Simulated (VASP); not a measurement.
A run of VASP 6.6.1 is set up as follows.

The input INCAR:

```
SYSTEM = LiTbH4
PREC     = Accurate       ! precision mode
ENCUT    = 750            ! plane-wave cutoff, eV
EDIFF    = 1E-6           ! SCF threshold, eV
ISMEAR   = 0              ! smearing method
SIGMA    = 0.1            ! smearing width, eV
LREAL    = .False.        ! projectors in reciprocal space
LASPH    = .True.         ! aspherical terms in the spheres
NELM     = 200            ! most SCF steps
ALGO     = Normal         ! electronic algorithm
ISIF     = 2              ! what is computed and relaxed
LWAVE    = .False.        ! write WAVECAR
LCHARG   = .True.         ! write CHGCAR
GGA      = PE             ! functional
LELF     = .True.         ! ELF
LVHAR    = .True.       
NBANDS   = 17             ! bands
GGA_COMPAT= .False.      
LMAXMIX  = 6              ! l up to which the mixer works
```

Contents of KPOINTS:

```
Automatic mesh
0
Gamma
  6 6 6
  0 0 0
```

Contents of POSCAR:

```
LiTbH4
1.0
    0.0000000000      3.1391950800      3.1391950800
    3.1391950800      0.0000000000      3.1391950800
    3.1391950800      3.1391950800      0.0000000000
Li Tb H
1 1 4
Direct
    0.7500000000      0.7500000000      0.7500000000
    0.0000000000      0.0000000000      0.0000000000
    0.8714018200      0.3761993900      0.3761993900
    0.3761993900      0.3761993900      0.3761993900
    0.3761993900      0.8714018200      0.3761993900
    0.3761993900      0.3761993900      0.8714018200
```

Potentials or basis: VASP PAW PBE potentials, release 64 (Li_sv, Tb_3, H), 4f in core.

The run is started by

```console
$ cat potpaw_PBE.64/Li_sv/POTCAR potpaw_PBE.64/Tb_3/POTCAR potpaw_PBE.64/H/POTCAR > POTCAR
$ mpirun -np 1 vasp_std > vasp.out
```

Problem. Estimate the band gap on the k mesh.

Solution. 0.64 eV (least direct gap 0.75 eV).

Problem. What does it give for the pressure?

Solution. -7.8 GPa.

Problem. Estimate the largest force.

Solution. 0.126 eV/Å.

Forces on the atoms (eV/Å):
```
Li   0.000  0.000  0.000
Tb   0.000  0.000  0.000
H   -0.073  0.073  0.073
H   -0.073 -0.073 -0.073
H    0.073 -0.073  0.073
H    0.073  0.073 -0.073
```

Caveat: the cell stands under tension; spin-orbit coupling is left out, which moves the levels of the heavy elements; the 4f electrons are frozen in the core, so they carry no moment and show no levels. Spin polarisation is off, so any magnetic state and its effect on volume and gap are missing.
